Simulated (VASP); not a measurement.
Pb: relaxation of cell and atoms with PBEsol

Pb:

```
CELL_PARAMETERS angstrom
0.00000 3.43900 3.43900
3.43900 0.00000 3.43900
3.43900 3.43900 0.00000
ATOMIC_POSITIONS crystal
Pb 0.25000 0.25000 0.25000
Pb 0.00000 0.00000 0.00000
```

This isn't the form of Pb at room conditions, which is fcc.

| Quantity | Value |
| --- | --- |
| Program | VASP 6.6.1 |
| Task | relaxation of cell and atoms |
| Functional | PBEsol |
| Potentials or basis | VASP PAW PBE potentials, release 64 (Pb_d) |
| Cutoff | 600 eV |
| k mesh | 7 × 7 × 7 |
| Occupations | fermi-dirac, width 0.05 eV |
| Spin | no spin polarisation |
| Target pressure | 30 GPa |
| Dipole correction | no |
| Further INCAR settings | ALGO = Fast; EDIFF = 1e-06; IBRION = 2; EDIFFG = -0.01; NSW = 60; ISIF = 3 |

```json
{
  "Relaxed volume": "28.05 Å³/atom",
  "Relaxed cell": "a = 4.297 Å, b = 4.297 Å, c = 4.297 Å, α = 60.00°, β = 60.00°, γ = 60.00°",
  "Space group after relaxing (to 0.1 Å)": "Fd-3m (No. 227)",
  "Energy change on relaxing (the run minimises the enthalpy)": "+846.4 meV/atom",
  "Ionic steps": "10",
  "Pressure after relaxing": "30.0 GPa",
  "Band gap on the k mesh": "zero (bands 14 and 15 overlap by 1.21 eV)"
}
```

Step by step:
| step | energy change (eV) | largest force (eV/Å) | pressure (GPa) | volume (Å³) |
| --- | --- | --- | --- | --- |
| 1 | 0.0000 | 0.0000 | 0.46 | 81.34 |
| 2 | 108.5500 | 0.0000 | 1106.62 | 21.14 |
| 3 | 0.7173 | 0.0000 | 2.50 | 77.09 |
| 4 | 0.2282 | 0.0000 | 7.09 | 70.39 |
| 5 | 2.4092 | 0.0000 | 40.30 | 52.82 |
| 6 | 1.5433 | 0.0000 | 27.88 | 56.93 |
| 7 | 1.6807 | 0.0000 | 29.86 | 56.17 |
| 8 | 1.7646 | 0.0000 | 31.05 | 55.73 |
| 9 | 1.5308 | 0.0000 | 27.63 | 57.01 |
| 10 | 1.6928 | 0.0000 | 30.03 | 56.10 |

Final structure:
```cif
data_structure
_symmetry_space_group_name_H-M 'P 1'
_symmetry_Int_Tables_number 1
_cell_length_a 4.2971
_cell_length_b 4.2971
_cell_length_c 4.2971
_cell_angle_alpha 60.000
_cell_angle_beta 60.000
_cell_angle_gamma 60.000
_cell_volume 56.10
loop_
_atom_site_label
_atom_site_type_symbol
_atom_site_fract_x
_atom_site_fract_y
_atom_site_fract_z
_atom_site_occupancy
Pb1 Pb 0.25000 0.25000 0.25000 1
Pb2 Pb 0.00000 0.00000 0.00000 1
```

Levels at points of the mesh, in eV from the Fermi level:
```
           k point  band 10  band 11  band 12  band 13  band 14  band 15  band 16  band 17  band 18
(0.00, 0.00, 0.00)   -17.11   -14.04    -1.63     0.66     0.66     0.66     2.63     2.63     2.63
```

Wall time 11 min on 1 thread of Intel Xeon 8259CL, on a shared host, peak memory 0.28 GiB.

Caveat: the cell is relaxed towards a set pressure, so the run minimises the enthalpy, not the energy; the volume moved by over 15 % at a fixed basis, so the end points are rough; the PAW data sets were made with another functional, which shifts forces and pressure a little; spin-orbit coupling is left out, which moves the levels of the heavy elements.
